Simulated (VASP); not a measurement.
# N (Fm-3m) in VASP: notebook

The runs below take N through single point, with PBEsol.

Everything below comes from runs of VASP 6.6.1. Logs are shortened: lines on timing, memory, paths and dates and some standing lists are left out, and cuts for length are marked.

### 1 The cell of the first run

Symmetry: Fm-3m, No. 225, cubic system. The conventional cell has a = 3.068 Å, b = 3.068 Å, c = 3.068 Å, α = 90.00°, β = 90.00°, γ = 90.00°. N (site symmetry m-3m) has 12 N at 2.17 Å within 2.9 Å.

### 2 Single point, PBEsol

File INCAR:

```
PREC     = Accurate       # precision mode
ENCUT    = 600            # plane-wave cutoff, eV
EDIFF    = 1E-6           # SCF threshold, eV
ISMEAR   = 0              # smearing method
SIGMA    = 0.1            # smearing width, eV
LREAL    = False          # projectors in reciprocal space
LASPH    = True           # aspherical terms in the spheres
NELM     = 120            # most SCF steps
ALGO     = Normal         # electronic algorithm
ISIF     = 2              # what is computed and relaxed
LWAVE    = False          # write WAVECAR
LCHARG   = False          # write CHGCAR
GGA      = PS             # functional
NBANDS   = 8              # bands
GGA_COMPAT= False
```

File KPOINTS:

```
regular mesh
0
Gamma
  8 8 8
```

File POSCAR:

```
N
1.0
    0.0000000000      1.5337594968      1.5337594968
    1.5337594968      0.0000000000      1.5337594968
    1.5337594968      1.5337594968      0.0000000000
N
1
Direct
    0.0000000000      0.0000000000      0.0000000000
```

Potentials or basis: VASP PAW PBE potentials, release 64 (N).

Launch:

```
$ cat potpaw_PBE.64/N/POTCAR > POTCAR
$ mpirun -np 1 vasp_std > vasp.out
```

OUTCAR:

```text
PREC = Accurate
   ENCUT = 600
   EDIFF = 1E-6
   ISMEAR = 0
   LREAL = False
   LASPH = True
   NELM = 120
   ISIF = 2
   GGA = PS

 ion  position               nearest neighbor table
   1  0.000  0.000  0.000-

  LATTYP: Found a face centered cubic cell.
 ALAT       =     3.0675189936

  Lattice vectors:

 A1 = (   0.0000000000,   1.5337594968,   1.5337594968)
 A2 = (   1.5337594968,   0.0000000000,   1.5337594968)
 A3 = (   1.5337594968,   1.5337594968,   0.0000000000)

Analysis of symmetry for initial positions (statically):
=====================================================================
 Subroutine PRICEL returns:
 Original cell was already a primitive cell.

 Routine SETGRP: Setting up the symmetry group for a
 face centered cubic supercell.

 Subroutine GETGRP returns: Found 48 space group operations
 (whereof 48 operations were pure point group operations)
 out of a pool of 48 trial point group operations.

The static configuration has the point symmetry O_h .

Analysis of symmetry for dynamics (positions and initial velocities):
=====================================================================
 Subroutine PRICEL returns:
 Original cell was already a primitive cell.

 Routine SETGRP: Setting up the symmetry group for a
 face centered cubic supercell.

 Subroutine GETGRP returns: Found 48 space group operations
 (whereof 48 operations were pure point group operations)
 out of a pool of 48 trial point group operations.

The dynamic configuration has the point symmetry O_h .

 Subroutine INISYM returns: Found 48 space group operations
 (whereof 48 operations are pure point group operations),
 and found     1 'primitive' translations

----------------------------------------------------------------------------------------

                                     Primitive cell

  volume of cell :       7.2161

  direct lattice vectors                    reciprocal lattice vectors
     0.000000000  1.533759497  1.533759497    -0.325996351  0.325996351  0.325996351
     1.533759497  0.000000000  1.533759497     0.325996351 -0.325996351  0.325996351
     1.533759497  1.533759497  0.000000000     0.325996351  0.325996351 -0.325996351

  length of vectors
     2.169063482  2.169063482  2.169063482     0.564642244  0.564642244  0.564642244

  position of ions in fractional coordinates (direct lattice)
     0.000000000  0.000000000  0.000000000

  ion indices of the primitive-cell ions
   primitive index   ion index
                 1           1

----------------------------------------------------------------------------------------

 KPOINTS: regular mesh

Automatic generation of k-mesh.
 Grid dimensions read from file:
 generate k-points for:    8    8    8

 Generating k-lattice:

  Cartesian coordinates                     Fractional coordinates (reciprocal lattice)
    -0.040749544  0.040749544  0.040749544     0.125000000  0.000000000  0.000000000
     0.040749544 -0.040749544  0.040749544     0.000000000  0.125000000  0.000000000
     0.040749544  0.040749544 -0.040749544     0.000000000  0.000000000  0.125000000

  Length of vectors
     0.070580280  0.070580280  0.070580280

  Shift w.r.t. Gamma in fractional coordinates (k-lattice)
     0.000000000  0.000000000  0.000000000

 Subroutine IBZKPT returns following result:
 ===========================================

 Found     29 irreducible k-points:

 Following reciprocal coordinates:
            Coordinates               Weight
  0.000000  0.000000  0.000000      1.000000
  0.125000  0.000000  0.000000      8.000000
  0.250000  0.000000  0.000000      8.000000
  0.375000  0.000000  0.000000      8.000000
  0.500000  0.000000  0.000000      4.000000
  0.125000  0.125000  0.000000      6.000000
[... 16 lines left out ...]
  0.500000  0.250000  0.125000     48.000000
 -0.375000  0.250000  0.125000     24.000000
 [... further k-points ...]
   k-points           NKPTS =     29   k-points in BZ     NKDIM =     29   number of bands    NBANDS=      8
   number of dos      NEDOS =    301   number of ions     NIONS =      1
   total plane-waves  NPLWV =   5832
   dimension x,y,z NGX =    18 NGY =   18 NGZ =   18
   dimension x,y,z NGXF=    36 NGYF=   36 NGZF=   36
   ions per type =               1
   NGX,Y,Z   is equivalent  to a cutoff of  13.80, 13.80, 13.80 a.u.
   NGXF,Y,Z  is equivalent  to a cutoff of  27.59, 27.59, 27.59 a.u.
 SYSTEM =  unknown system
   PREC   = accura    normal or accurate (medium, high low for compatibility)
   ISTART =      0    job   : 0-new  1-cont  2-samecut
   ICHARG =      2    charge: 1-file 2-atom 10-const
   ISPIN  =      1    spin polarized calculation?
   LNONCOLLINEAR =      F non collinear calculations
   LSORBIT =      F    spin-orbit coupling
   LASPH  =      T    aspherical Exc in radial PAW
   ENCUT  =  600.0 eV  44.10 Ry    6.64 a.u.   4.33  4.33  4.33*2*pi/ulx,y,z
   NELM   =    120;   NELMIN=  2; NELMDL= -5     # of ELM steps
   EDIFF  = 0.1E-05   stopping-criterion for ELM
   LREAL  =      F    real-space projection
   EDIFFG = 0.1E-04   stopping-criterion for IOM
   NSW    =      0    number of steps for IOM
   IBRION =     -1    ionic relax: 0-MD 1-quasi-New 2-CG
   NFREE  =      0    steps in history (QN), initial steepest desc. (CG)
   ISIF   =      2    stress and relaxation
   ISYM   =      2    0-nonsym 1-usesym 2-fastsym
   POTIM  = 0.5000    time-step for ionic-motion
   TEBEG  =    0.0;   TEEND  =   0.0 temperature during run
   PSTRESS=    0.0 pullay stress
   NELECT =       5.0000    total number of electrons
   NUPDOWN=      -1.0000    fix difference up-down
   EMIN   =  10.00;   EMAX   =-10.00  energy-range for DOS
   EFERMI =   0.00;   METHOD = LEGACY
   ISMEAR =     0;   SIGMA  =   0.10  broadening in eV -4-tet -1-fermi 0-gaus
   EFERMI_NEDOS =   21; number of points for ismear=-14 and -15
   IALGO  =     38    algorithm
   IMIX   =      4    mixing-type and parameters
     AMIX     =   0.40;   BMIX     =  1.00
     AMIX_MAG =   1.60;   BMIX_MAG =  1.00
  volume/ion in A,a.u.               =       7.22        48.70
  Fermi-wavevector in a.u.,A,eV,Ry     =   1.448653  2.737556 28.553108  2.098594
  Thomas-Fermi vector in A             =   2.566469
   LORBIT       =      0    0 simple, 1 ext, 2 COOP (PROOUT), +10 PAW based schemes
   GGA     = PS    functional components
   LHFCALC =     F    Hartree Fock is set to
   AEXX    =    0.0000 exact exchange contribution
   IVDW    =     0    specifies the selected vdW correction
   LEPSILON=     F    determine dielectric tensor
   LRPA    =     F    only Hartree local field effects (RPA)
 non-spin polarized calculation
 Gauss-broadening in eV      SIGMA  =   0.10
  energy-cutoff  :      600.00
  volume of cell :        7.22
 maximum number of plane-waves:       259
 NGX is ok and might be reduce to    18
   NGX =  9   NGY =  9   NGZ =  9

 number of electron       5.0000000 magnetization

 Free energy of the ion-electron system (eV)
  ---------------------------------------------------
  ext. energy  EPLUGINS =         0.00000000
  ---------------------------------------------------
  free energy    TOTEN  =        -4.32142561 eV

  energy without entropy =       -4.31694144  energy(sigma->0) =       -4.31918352

 E-fermi :   5.9981     XC(G=0): -13.0691

 val. band max:        5.6378183301   @ k =   0.5000   0.2500   0.1250
 cond. band min:       6.0421701818   @ k =  -0.3750   0.3750   0.1250
 fundamental gap:      0.4043518516
 Fermi energy:         5.9980594153

 k-point     1 :       0.0000    0.0000    0.0000
  band No.  band energies     occupation
      1     -14.7107      2.00000
      2      10.2945      0.00000
      3      10.2945      0.00000
      4      10.2945      0.00000
      5      30.4275      0.00000
      6      38.2883      0.00000
      7      38.2883      0.00000
      8      38.2883      0.00000

 k-point     2 :       0.1250    0.0000    0.0000
  band No.  band energies     occupation
      1     -14.1177      2.00000
      2       8.7596      0.00000
      3      10.0870      0.00000
      4      10.0870      0.00000
      5      30.8283      0.00000
      6      34.5512      0.00000
      7      38.8799      0.00000
      8      38.8799      0.00000

 k-point     3 :       0.2500    0.0000    0.0000
  band No.  band energies     occupation
      1     -12.3753      2.00000
      2       4.8979      2.00000
      3       9.6230      0.00000
      4       9.6230      0.00000
      5      30.4061      0.00000
      6      32.7590      0.00000
      7      38.3447      0.00000
      8      38.3447      0.00000

 k-point     4 :       0.3750    0.0000    0.0000
  band No.  band energies     occupation
      1      -9.6695      2.00000
      2       0.2744      2.00000
      3       9.2035      0.00000
      4       9.2035      0.00000
      5      29.0886      0.00000
      6      33.1880      0.00000
      7      36.4893      0.00000
      8      36.4893      0.00000

 k-point     5 :       0.5000    0.0000    0.0000
  band No.  band energies     occupation
      1      -7.4446      2.00000
      2      -2.6920      2.00000
      3       9.0410      0.00000
      4       9.0410      0.00000
      5      28.6726      0.00000
      6      33.2862      0.00000
      7      35.7241      0.00000
      8      35.7241      0.00000
[... 177 lines left out ...]
 k-point    22 :       0.3750    0.2500    0.1250
  band No.  band energies     occupation
      1     -10.8672      2.00000
      2       4.7447      2.00000
      3       6.7182      0.00000
      4       8.8766      0.00000
      5      28.9757      0.00000
      6      30.1269      0.00000
      7      35.4182      0.00000
      8      41.0970      0.00000

 k-point    23 :       0.5000    0.2500    0.1250
  band No.  band energies     occupation
      1      -8.2749      2.00000
      2       1.3380      2.00000
      3       5.6378      2.00000
      4       8.0705      0.00000
      5      27.6210      0.00000
      6      30.7042      0.00000
      7      34.7792      0.00000
      8      39.8451      0.00000

 k-point    24 :      -0.3750    0.2500    0.1250
  band No.  band energies     occupation
      1      -6.2466      2.00000
      2      -1.2175      2.00000
      3       5.4897      2.00000
      4       7.6185      0.00000
      5      27.1322      0.00000
      6      30.9190      0.00000
      7      35.1090      0.00000
      8      39.1844      0.00000

 [... further k-points ...]
[... 5 lines left out ...]
  --------------------------------------------------------------------------------------
  -------------------------------------------------------------------------------------
  Total       -0.0157790     -0.0157790     -0.0157790     -0.0000000      0.0000000     -0.0000000
  in kB       -3.5033808     -3.5033808     -3.5033808     -0.0000000      0.0000000     -0.0000000
  external PRESSURE =      -3.5033808 kB  Pullay stress =       0.0000000 kB

 VOLUME and BASIS-vectors are now :
 -----------------------------------------------------------------------------
  energy-cutoff  :      600.00
  volume of cell :        7.22
      direct lattice vectors                 reciprocal lattice vectors
     0.000000000  1.533759497  1.533759497    -0.325996351  0.325996351  0.325996351
     1.533759497  0.000000000  1.533759497     0.325996351 -0.325996351  0.325996351
     1.533759497  1.533759497  0.000000000     0.325996351  0.325996351 -0.325996351

 POSITION                                       TOTAL-FORCE (eV/Angst)
 -----------------------------------------------------------------------------------
      0.00000      0.00000      0.00000         0.000000     -0.000000     -0.000000
 -----------------------------------------------------------------------------------
    total drift:                                0.000000     -0.000000      0.000000

  FREE ENERGIE OF THE ION-ELECTRON SYSTEM (eV)
  ---------------------------------------------------
  free  energy   TOTEN  =        -4.3214256090 eV

  energy  without entropy=       -4.3169414364  energy(sigma->0) =       -4.31918352
```

Run time: 1.2 s. Hardware: 1 thread of Intel Xeon 6975P-C (Granite Rapids), shared host; peak memory 0.1 GiB.

What came out:

```
Free energy : -4.3214 eV
Pressure    : -0.4 GPa
```

Caveat: the k points lie up to 0.44 Å⁻¹ apart; the PAW data sets were made with another functional, which shifts forces and pressure a little.

(Part 1 of 2 ends here.)
